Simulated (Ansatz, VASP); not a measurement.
## Two plane-wave programs on InP

The input INCAR:

```
  ALGO = Normal
  EDIFF = 1E-6
  ENCUT = 520
  GGA = PS
  ISIF = 2
  ISMEAR = 0
  LASPH = True
  LCHARG = False
  LREAL = False
  LWAVE = False
  NBANDS = 16
  NELM = 60
  PREC = Accurate
  SIGMA = 0.15
```

The input KPOINTS:

```
k-points
0
Gamma
  6 6 6
```

File POSCAR:

```
InP
1.0
    0.0000000000      2.6159232338      3.4007002039
    2.6159232338      0.0000000000      3.4007002039
    2.6159232338      2.6159232338      0.0000000000
In P
1 1
Direct
    0.0000000000      0.0000000000      0.0000000000
    0.5000000000      0.5000000000      0.5000000000
```

Input for Ansatz:

```yaml
crystal:
  lattice:
    - [0.0, 2.6159232338, 3.4007002039]
    - [2.6159232338, 0.0, 3.4007002039]
    - [2.6159232338, 2.6159232338, 0.0]
  atoms:
    - { symbol: In, position: [0.0, 0.0, 0.0] }
    - { symbol: P, position: [0.5, 0.5, 0.5] }
basis:
  ecutwfc: 420
kpoints:
  mp_grid: { grid: [6, 6, 6] }
hamiltonian:
  xc: pbesol
scf:
  occupations: { method: gaussian, width: 0.15 }
output:
  forces: true
  stress: true
  eigenvalues: true
```

Alike in both runs: task single point; functional PBEsol; k mesh 6 × 6 × 6; occupations gaussian, width 0.15 eV; no spin polarisation.

|  | VASP | Ansatz |
| --- | --- | --- |
| version | VASP 6.6.1 | Ansatz 0.2.0 |
| potentials or method | VASP PAW PBE potentials, release 64 (In_d, P), cutoff 520 eV | scalar-relativistic, plane waves, PAW |
| valence electrons in the cell | 18 | 18 |

Ansatz gave:

* gap on the k mesh at the Fermi level (eV): none
* pressure (GPa): -1.8
* traceless stress, the component that is largest in VASP (GPa): -7.45

Question: What did VASP give for the same quantities?

Answer: gap on the k mesh at the Fermi level (eV): none; pressure (GPa): -1.8; traceless stress, the component that is largest in VASP (GPa): -7.46.

VASP's potentials were made for PBE, not for PBEsol. A gap of «none» marks a metal or a gap that the smearing closes.
